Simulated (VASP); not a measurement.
# Ti6H in VASP: further runs

Runs on Ti6H. Level: PBE. Tasks: single point.

All numbers are computed with VASP 6.6.1; they aren't measurements. Logs are shortened: lines on timing, memory, paths and dates and some standing lists are left out, and cuts for length are marked.

## 1. The cell of the first run

The cell holds a slab with vacuum, 14 atoms: a = 5.664 Å, b = 4.579 Å, c = 24.551 Å, α = 90.00°, β = 90.00°, γ = 90.00°.

## 2. Single point, PBE

INCAR

```
ALGO = Normal ; DIPOL = 0.5 0.5 0.319
EDIFF = 1E-7 ; ENCUT = 520
GGA = PE ; IDIPOL = 3
ISIF = 2 ; ISMEAR = 0
LASPH = T ; LCHARG = F
LDIPOL = T ; LREAL = F
LWAVE = F ; NBANDS = 86
NELM = 100 ; PREC = Accurate
SIGMA = 0.1
```

KPOINTS

```
k-points
0
Gamma
  5 6 1
```

POSCAR

```
Ti6H
1.0
    5.6639455763      0.0000000000      0.0000000000
    0.0000000000      4.5793473381      0.0000000000
    0.0000000000      0.0000000000     24.5506933039
Ti H
12 2
Direct
    0.2500000000      0.0000000000      0.1629281891
    0.7500000000      0.0000000000      0.1629281891
    0.0000000000      0.5000000000      0.2167736627
    0.5000000000      0.5000000000      0.2167736627
    0.2500000000      0.0000000000      0.2706191363
    0.7500000000      0.0000000000      0.2706191363
    0.2500000000      0.5000000000      0.3256599435
    0.7500000000      0.5000000000      0.3256599435
    0.0000000000      0.0000000000      0.3779650127
    0.5000000000      0.0000000000      0.3779650127
    0.2500000000      0.5000000000      0.4297513383
    0.7500000000      0.5000000000      0.4297513383
   -0.0811271920      0.0000000000      0.4480807596
    0.0811271920      0.0000000000      0.4480807596
```

Potentials or basis: VASP PAW PBE potentials, release 64 (Ti_sv, H).

Command:

```console
cat potpaw_PBE.64/Ti_sv/POTCAR potpaw_PBE.64/H/POTCAR > POTCAR
mpirun -np 1 vasp_std > vasp.out
```

OUTCAR:

```text
EDIFF = 1E-7
   ENCUT = 520
   GGA = PE
   ISIF = 2
   ISMEAR = 0
   LASPH = T
   LREAL = F
   NELM = 100
   PREC = Accurate

 ion  position               nearest neighbor table
   1  0.250  0.000  0.163-   5 2.64   2 2.83   2 2.83
   2  0.750  0.000  0.163-   6 2.64   1 2.83   1 2.83
   3  0.000  0.500  0.217-   4 2.83   4 2.83
   4  0.500  0.500  0.217-   3 2.83   3 2.83
   5  0.250  0.000  0.271-   1 2.64   7 2.66   7 2.66   6 2.83   6 2.83
   6  0.750  0.000  0.271-   2 2.64   8 2.66   8 2.66   5 2.83   5 2.83
   7  0.250  0.500  0.326-  11 2.56   5 2.66   5 2.66   8 2.83   8 2.83
   8  0.750  0.500  0.326-  12 2.56   6 2.66   6 2.66   7 2.83   7 2.83
   9  0.000  0.000  0.378-  13 1.78  14 1.78  10 2.83  10 2.83
  10  0.500  0.000  0.378-   9 2.83   9 2.83
  11  0.250  0.500  0.430-   7 2.56  12 2.83  12 2.83
  12  0.750  0.500  0.430-   8 2.56  11 2.83  11 2.83
  13  0.919  0.000  0.448-   9 1.78
  14  0.081  0.000  0.448-   9 1.78

  LATTYP: Found a simple orthorhombic cell.
 ALAT       =     4.5793473381
 B/A-ratio  =     1.2368455935
 C/A-ratio  =     5.3611773668

  Lattice vectors:

 A1 = (   0.0000000000,  -4.5793473381,   0.0000000000)
 A2 = (   5.6639455763,   0.0000000000,   0.0000000000)
 A3 = (   0.0000000000,   0.0000000000,  24.5506933039)

Analysis of symmetry for initial positions (statically):
=====================================================================
 Subroutine PRICEL returns:
 Original cell was already a primitive cell.

 Routine SETGRP: Setting up the symmetry group for a
 simple orthorhombic supercell.

 Subroutine GETGRP returns: Found  4 space group operations
 (whereof  4 operations were pure point group operations)
 out of a pool of  8 trial point group operations.

The static configuration has the point symmetry C_2v.

Analysis of symmetry for dynamics (positions and initial velocities):
=====================================================================
 Subroutine PRICEL returns:
 Original cell was already a primitive cell.

 Routine SETGRP: Setting up the symmetry group for a
 simple orthorhombic supercell.

 Subroutine GETGRP returns: Found  4 space group operations
 (whereof  4 operations were pure point group operations)
 out of a pool of  8 trial point group operations.

The dynamic configuration has the point symmetry C_2v.

 Subroutine INISYM returns: Found  4 space group operations
 (whereof  4 operations are pure point group operations),
 and found     1 'primitive' translations

----------------------------------------------------------------------------------------
[... 129 lines left out ...]
   GGA     = PE    functional components
   LHFCALC =     F    Hartree Fock is set to
   AEXX    =    0.0000 exact exchange contribution
   IVDW    =     0    specifies the selected vdW correction
   LEPSILON=     F    determine dielectric tensor
   LRPA    =     F    only Hartree local field effects (RPA)
 non-spin polarized calculation
 Gauss-broadening in eV      SIGMA  =   0.10
  energy-cutoff  :      520.00
  volume of cell :      636.78
 maximum number of plane-waves:     17211
 NGX is ok and might be reduce to    42
   NGX = 21   NGY = 17   NGZ = 91

 dipolmoment           0.000000      0.000000      0.069838 electrons x Angstroem

 number of electron     146.0000059 magnetization

 dipolmoment           0.000000      0.000000     -0.031423 electrons x Angstroem

 Free energy of the ion-electron system (eV)
  ---------------------------------------------------
  ext. energy  EPLUGINS =         0.00000000
  ---------------------------------------------------
  free energy    TOTEN  =       -93.70065334 eV

  energy without entropy =      -93.58381532  energy(sigma->0) =      -93.64223433

 E-fermi :   0.6262     XC(G=0):  -4.7270

 val. band max:        0.6159896689   @ k =   0.2000   0.1667   0.0000
 cond. band min:       0.6350590982   @ k =   0.4000   0.0000   0.0000
 fundamental gap:      0.0190694293
 Fermi energy:         0.6261775423

 k-point     1 :       0.0000    0.0000    0.0000
  band No.  band energies     occupation
      1     -56.3286      2.00000
      2     -56.2995      2.00000
      3     -56.2667      2.00000
      4     -56.2391      2.00000
      5     -56.2169      2.00000
      6     -56.1646      2.00000
[... 1045 lines left out ...]
     84       1.2059      0.00000
     85       1.2233      0.00000
 [bands above 85 left out]

------------------------ aborting loop because EDIFF is reached ----------------------------------------

 vacuum level on the upper side and lower side of the slab       (xc-potential included)        -0.170         0.046

  FORCE on cell =-STRESS in cart. coord.  units (eV):
  Direction    XX          YY          ZZ          XY          YZ          ZX
  --------------------------------------------------------------------------------------
  -------------------------------------------------------------------------------------
  Total       -3.4430039    -10.9624543     -1.1569461      0.0000000      0.0000000      0.0000000
  in kB       -8.6628677    -27.5823942     -2.9109671      0.0000000      0.0000000      0.0000000
  external PRESSURE =     -13.0520763 kB  Pullay stress =       0.0000000 kB

 VOLUME and BASIS-vectors are now :
 -----------------------------------------------------------------------------
  energy-cutoff  :      520.00
  volume of cell :      636.78
      direct lattice vectors                 reciprocal lattice vectors
     5.663945576  0.000000000  0.000000000     0.176555369  0.000000000  0.000000000
     0.000000000  4.579347338  0.000000000     0.000000000  0.218371730  0.000000000
     0.000000000  0.000000000 24.550693304     0.000000000  0.000000000  0.040732047

 POSITION                                       TOTAL-FORCE (eV/Angst)
 -----------------------------------------------------------------------------------
      1.41599      0.00000      4.00000        -0.003651      0.000000      0.405270
      4.24796      0.00000      4.00000         0.003651     -0.000000      0.405270
      0.00000      2.28967      5.32194         0.000000     -0.000000      0.064187
      2.83197      2.28967      5.32194         0.000000     -0.000000     -0.035349
      1.41599      0.00000      6.64389         0.076072      0.000000     -0.424296
      4.24796      0.00000      6.64389        -0.076072     -0.000000     -0.424296
      1.41599      2.28967      7.99518        -0.040713     -0.000000      0.060987
      4.24796      2.28967      7.99518         0.040713     -0.000000      0.060987
      0.00000      0.00000      9.27930         0.000000     -0.000000     -0.840507
      2.83197      0.00000      9.27930         0.000000     -0.000000      0.113960
      1.41599      2.28967     10.55069         0.264287     -0.000000     -0.217168
      4.24796      2.28967     10.55069        -0.264287     -0.000000     -0.217168
      5.20445      0.00000     11.00069        -1.188115      0.000000      0.524061
      0.45950      0.00000     11.00069         1.188115     -0.000000      0.524061
 -----------------------------------------------------------------------------------
    total drift:                                0.000000      0.000000     -0.000368

  FREE ENERGIE OF THE ION-ELECTRON SYSTEM (eV)
  ---------------------------------------------------
  free  energy   TOTEN  =       -93.7006533367 eV

  energy  without entropy=      -93.5838153243  energy(sigma->0) =      -93.64223433

 vacuum level on the upper side and lower side of the slab         3.759         3.977
```

Run time: 30 min. Hardware: 1 thread of Intel Xeon 6975P-C (Granite Rapids), shared host; peak memory 0.86 GiB.

Results:

```
Free energy            : -93.7007 eV
Largest force          : 1.299 eV/Å
Band gap on the k mesh : zero (band 73 reaches 0.70 eV, above the bottom of band 74 at 0.57 eV)
```

Forces on the atoms (eV/Å):
```
Ti  -0.004  0.000  0.405
Ti   0.004  0.000  0.405
Ti   0.000  0.000  0.064
Ti   0.000  0.000 -0.035
Ti   0.076  0.000 -0.424
Ti  -0.076  0.000 -0.424
Ti  -0.041  0.000  0.061
Ti   0.041  0.000  0.061
Ti   0.000  0.000 -0.841
Ti   0.000  0.000  0.114
Ti   0.264  0.000 -0.217
Ti  -0.264  0.000 -0.217
H   -1.188  0.000  0.524
H    1.188  0.000  0.524
```

## 3. Single point, PBE

INCAR

```
ALGO = Normal
DIPOL = 0.5 0.5 0.323
EDIFF = 1E-6
ENCUT = 520
GGA = PE
IDIPOL = 3
ISIF = 2
ISMEAR = 0
LASPH = True
LCHARG = False
LDIPOL = True
LREAL = False
LWAVE = False
NBANDS = 86
NELM = 100
PREC = Accurate
SIGMA = 0.1
```

KPOINTS is that of step 2.

POSCAR: that of step 2 with these lines changed.

```diff
@@ -20,3 +20,3 @@
     0.7500000000      0.5000000000      0.4297513383
-   -0.0811271920      0.0000000000      0.4480807596
-    0.0811271920      0.0000000000      0.4480807596
+   -0.2339358636      0.0000000000      0.4741492698
+    0.2339358636      0.0000000000      0.4741492698
```

Potentials or basis: VASP PAW PBE potentials, release 64 (Ti_sv, H).

Command:

```console
cat potpaw_PBE.64/Ti_sv/POTCAR potpaw_PBE.64/H/POTCAR > POTCAR
mpirun -np 1 vasp_std > vasp.out
```

It took 44 min on 1 thread of Intel Xeon 6975P-C (Granite Rapids), shared host; peak memory 0.88 GiB.

It converged, with:

```
Free energy            : -93.1907 eV
Largest force          : 1.496 eV/Å
Band gap on the k mesh : zero (band 73 reaches 0.54 eV, above the bottom of band 74 at 0.34 eV)
```

Forces in eV/Å, atoms in the order of the input:
```
Ti  -0.002  0.000  0.475
Ti   0.002  0.000  0.475
Ti   0.000  0.000 -0.091
Ti   0.000  0.000 -0.094
Ti   0.002  0.000 -0.380
Ti  -0.002  0.000 -0.380
Ti  -0.002  0.000  0.105
Ti   0.002  0.000  0.105
Ti   0.000  0.000  0.831
Ti   0.000  0.000  0.570
Ti  -0.018  0.000  0.686
Ti   0.018  0.000  0.686
H   -0.095  0.000 -1.493
H    0.095  0.000 -1.493
```

Levels at points of the mesh, in eV from the Fermi level:
```
           k point  band 71  band 72  band 73  band 74  band 75  band 76
(0.00, 0.00, 0.00)    -0.30    -0.09    -0.05     0.04     0.06     0.27
(0.00, 0.50, 0.00)    -0.26    -0.17    -0.13     0.07     0.24     0.27
```

## 4. Single point, PBE

INCAR

```
SYSTEM = Ti6H
PREC = Accurate ; ENCUT = 520
EDIFF = 1E-7 ; ISMEAR = 0
SIGMA = 0.1 ; LREAL = .False.
LASPH = .True. ; NELM = 60
ALGO = Normal ; ISIF = 2
LWAVE = .False. ; LCHARG = .True.
LDIPOL = .True. ; IDIPOL = 3
DIPOL = 0.5 0.5 0.331 ; GGA = PE
LELF = .True. ; LVHAR = .True.
LVACPOTAV = .True. ; NBANDS = 86
```

KPOINTS

```
Automatic mesh
0
Gamma
  5 6 1
  0 0 0
```

POSCAR: that of step 3 with these lines changed.

```diff
@@ -20,3 +20,3 @@
     0.7500000000      0.5000000000      0.4297513383
-   -0.2339358636      0.0000000000      0.4741492698
-    0.2339358636      0.0000000000      0.4741492698
+   -0.0573804949      0.0000000000      0.5356546612
+    0.0573804949      0.0000000000      0.5356546612
```

Command:

```console
cat potpaw_PBE.64/Ti_sv/POTCAR potpaw_PBE.64/H/POTCAR > POTCAR
mpirun -np 1 vasp_std > vasp.out
```

Run time: 45 min. Hardware: 1 thread of Intel Xeon Platinum 8259CL at 2.50GHz (Skylake/Cascade Lake), shared host; peak memory 0.89 GiB.

Results (log left out):

```
Free energy            : -93.3687 eV
Largest force          : 4.917 eV/Å
Band gap on the k mesh : zero (band 73 reaches 0.65 eV, above the bottom of band 74 at 0.53 eV)
```

Forces on the atoms (eV/Å):
```
Ti   0.000  0.000  0.378
Ti   0.000  0.000  0.378
Ti   0.000  0.000 -0.002
Ti   0.000  0.000 -0.002
Ti   0.009  0.000 -0.342
Ti  -0.009  0.000 -0.342
Ti  -0.001  0.000 -0.010
Ti   0.001  0.000 -0.010
Ti   0.000  0.000 -0.044
Ti   0.000  0.000  0.006
Ti   0.055  0.000 -0.104
Ti  -0.055  0.000 -0.104
H   -4.916  0.000  0.100
H    4.916  0.000  0.100
```

Levels at points of the mesh, in eV from the Fermi level:
```tsv
k point	band 71	band 72	band 73	band 74	band 75	band 76
(0.00, 0.00, 0.00)	-0.35	-0.16	-0.03	0.06	0.07	0.17
(0.00, 0.50, 0.00)	-0.24	-0.21	-0.18	0.23	0.25	0.37
```

## 5. Single point, PBE

INCAR

```
SYSTEM = Ti6H
  PREC = Accurate
  ENCUT = 520
  EDIFF = 1E-6
  ISMEAR = 0
  SIGMA = 0.1
  LREAL = .False.
  LASPH = .True.
  NELM = 60
  ALGO = Normal
  ISIF = 2
  LWAVE = .False.
  LCHARG = .True.
  LDIPOL = .True.
  IDIPOL = 3
  DIPOL = 0.5 0.5 0.326
  GGA = PE
  LELF = .True.
  LVHAR = .True.
  LVACPOTAV = .True.
  NBANDS = 86
```

KPOINTS

```
regular mesh
0
Gamma
  5 6 1
  0 0 0
```

POSCAR: that of step 4 with these lines changed.

```diff
@@ -20,3 +20,3 @@
     0.7500000000      0.5000000000      0.4297513383
-   -0.0573804949      0.0000000000      0.5356546612
-    0.0573804949      0.0000000000      0.5356546612
+   -0.0811271920      0.0000000000      0.5002177801
+    0.0811271920      0.0000000000      0.5002177801
```

Potentials or basis: VASP PAW PBE potentials, release 64 (Ti_sv, H).

Command:

```console
cat potpaw_PBE.64/Ti_sv/POTCAR potpaw_PBE.64/H/POTCAR > POTCAR
mpirun -np 1 vasp_std > vasp.out
```

OUTCAR:

```text
SYSTEM = Ti6H
   PREC = Accurate
   ENCUT = 520
   EDIFF = 1E-6
   ISMEAR = 0
   LREAL = .False.
   LASPH = .True.
   NELM = 60
   ISIF = 2
   GGA = PE

 ion  position               nearest neighbor table
   1  0.250  0.000  0.163-   5 2.64   2 2.83   2 2.83
   2  0.750  0.000  0.163-   6 2.64   1 2.83   1 2.83
   3  0.000  0.500  0.217-   4 2.83   4 2.83
   4  0.500  0.500  0.217-   3 2.83   3 2.83
   5  0.250  0.000  0.271-   1 2.64   7 2.66   7 2.66   6 2.83   6 2.83
   6  0.750  0.000  0.271-   2 2.64   8 2.66   8 2.66   5 2.83   5 2.83
[... 1288 lines left out ...]
      direct lattice vectors                 reciprocal lattice vectors
     5.663945576  0.000000000  0.000000000     0.176555369  0.000000000  0.000000000
     0.000000000  4.579347338  0.000000000     0.000000000  0.218371730  0.000000000
     0.000000000  0.000000000 24.550693304     0.000000000  0.000000000  0.040732047

 POSITION                                       TOTAL-FORCE (eV/Angst)
 -----------------------------------------------------------------------------------
      1.41599      0.00000      4.00000        -0.003387     -0.000000      0.401610
      4.24796      0.00000      4.00000         0.003387      0.000000      0.401610
      0.00000      2.28967      5.32194         0.000000      0.000000     -0.043375
      2.83197      2.28967      5.32194         0.000000      0.000000     -0.025696
      1.41599      0.00000      6.64389         0.026370      0.000000     -0.362117
      4.24796      0.00000      6.64389        -0.026370      0.000000     -0.362117
      1.41599      2.28967      7.99518        -0.008994      0.000000      0.065565
      4.24796      2.28967      7.99518         0.008994      0.000000      0.065565
      0.00000      0.00000      9.27930         0.000000      0.000000      0.082213
      2.83197      0.00000      9.27930         0.000000      0.000000     -0.025044
      1.41599      2.28967     10.55069         0.175956      0.000000     -0.140796
      4.24796      2.28967     10.55069        -0.175956      0.000000     -0.140796
      5.20445      0.00000     12.28069         2.607762      0.000000      0.041688
      0.45950      0.00000     12.28069        -2.607762      0.000000      0.041688
 -----------------------------------------------------------------------------------
    total drift:                                0.000000      0.000000     -0.000034

  FREE ENERGIE OF THE ION-ELECTRON SYSTEM (eV)
  ---------------------------------------------------
  free  energy   TOTEN  =       -93.0979975389 eV

  energy  without entropy=      -92.9996914629  energy(sigma->0) =      -93.04884450

 vacuum level on the upper side and lower side of the slab         3.861         4.030
```

OSZICAR:

```text
N       E                     dE             d eps       ncg     rms          rms(c)
DAV:   1     0.183471780568E+04    0.18347E+04   -0.79023E+04  2440   0.168E+03
DAV:   2     0.163396168211E+03   -0.16713E+04   -0.16433E+04  2104   0.545E+02
DAV:   3    -0.563990287142E+02   -0.21980E+03   -0.21343E+03  3304   0.174E+02
[... 31 lines left out ...]
DAV:  35    -0.930979872944E+02   -0.59209E-05   -0.39217E-07  1368   0.264E-03    0.158E-03
DAV:  36    -0.930979928220E+02   -0.55276E-05   -0.30732E-07  1360   0.230E-03    0.130E-03
DAV:  37    -0.930979944779E+02   -0.16559E-05   -0.17090E-07  1312   0.145E-03    0.113E-03
DAV:  38    -0.930979966441E+02   -0.21662E-05   -0.12284E-07  1312   0.147E-03    0.573E-04
DAV:  39    -0.930979975389E+02   -0.89479E-06   -0.87100E-08  1280   0.972E-04
   1 F= -.93097998E+02 E0= -.93048845E+02  d E =-.983061E-01
```

stdout:

```text
POSCAR found type information on POSCAR TiH
 POSCAR found :  2 types and      14 ions
 scaLAPACK will be used
 LDA part: xc-table for (Slater+PW92), standard interpolation
 POSCAR, INCAR and KPOINTS ok, starting setup
 FFT: planning ... GRIDC
 FFT: planning ... GRID_SOFT
 FFT: planning ... GRID
 WAVECAR not read
 entering main loop
 -----------------------------------------------------------------------------
|                                                                             |
|           W    W    AA    RRRRR   N    N  II  N    N   GGGG   !!!           |
|           W    W   A  A   R    R  NN   N  II  NN   N  G    G  !!!           |
|           W    W  A    A  R    R  N N  N  II  N N  N  G       !!!           |
|           W WW W  AAAAAA  RRRRR   N  N N  II  N  N N  G  GGG   !            |
|           WW  WW  A    A  R   R   N   NN  II  N   NN  G    G                |
|           W    W  A    A  R    R  N    N  II  N    N   GGGG   !!!           |
|                                                                             |
|     Did not find any points to average over, which means that no vacuum     |
|     field-free region was found. Please increase the size of  your cell     |
|     in the dimension of the dipole correction to obtain accurate            |
|     workfunction values.                                                    |
|                                                                             |
 -----------------------------------------------------------------------------
```

Wall time 57 min (1 thread of Intel Xeon Platinum 8488C (Sapphire Rapids), shared host); peak memory 0.89 GiB.

What came out:

```
Free energy            : -93.0980 eV
Largest force          : 2.608 eV/Å
Band gap on the k mesh : zero (band 73 reaches 0.68 eV, above the bottom of band 74 at 0.56 eV)
```

Forces in eV/Å, atoms in the order of the input:
```
Ti  -0.003  0.000  0.402
Ti   0.003  0.000  0.402
Ti   0.000  0.000 -0.043
Ti   0.000  0.000 -0.026
Ti   0.026  0.000 -0.362
Ti  -0.026  0.000 -0.362
Ti  -0.009  0.000  0.066
Ti   0.009  0.000  0.066
Ti   0.000  0.000  0.082
Ti   0.000  0.000 -0.025
Ti   0.176  0.000 -0.141
Ti  -0.176  0.000 -0.141
H    2.608  0.000  0.042
H   -2.608  0.000  0.042
```

(Continued in part 2 of 2.)
